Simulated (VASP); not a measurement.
## CuAu: single point with PBE

Crystal: CuAu.

```
Cu Au
1.0
     4.01436    0.00000    0.00000
     0.00000    4.01436    0.00000
     0.00000    0.00000    3.72149
Cu Au
2 2
Direct
  0.00000 0.50000 0.50000
  0.50000 0.00000 0.50000
  0.50000 0.50000 0.00000
  0.00000 0.00000 0.00000
```

```
Program             : VASP 6.6.1
Task                : single point
Functional          : PBE
Potentials or basis : VASP PAW PBE potentials, release 64 (Cu, Au)
Cutoff              : 600 eV
k mesh              : 6 × 6 × 7, shifted
Occupations         : fermi-dirac, width 0.1 eV
Spin                : no spin polarisation
```

```yaml
Pressure: 0.2 GPa
Band_gap_on_the_k_mesh: zero (band 22 reaches 9.48 eV, above the bottom of band 23 at 8.05 eV)
```

Stress tensor (GPa, compression positive):
```
 0.44  0.00  0.00
 0.00  0.44  0.00
 0.00  0.00 -0.33
```

Levels at points of the mesh, in eV from the Fermi level:
| k point | band 20 | band 21 | band 22 | band 23 | band 24 | band 25 |
| --- | --- | --- | --- | --- | --- | --- |
| (0.08, 0.08, 0.00) | -1.33 | -1.32 | 0.62 | 0.64 | 2.67 | 5.76 |

Wall time 18 s on 1 thread of Intel(R) Xeon(R) 6975P-C (Granite Rapids) (shared host), peak memory 0.2 GiB.

Caveat: spin-orbit coupling is left out, which moves the levels of the heavy elements.
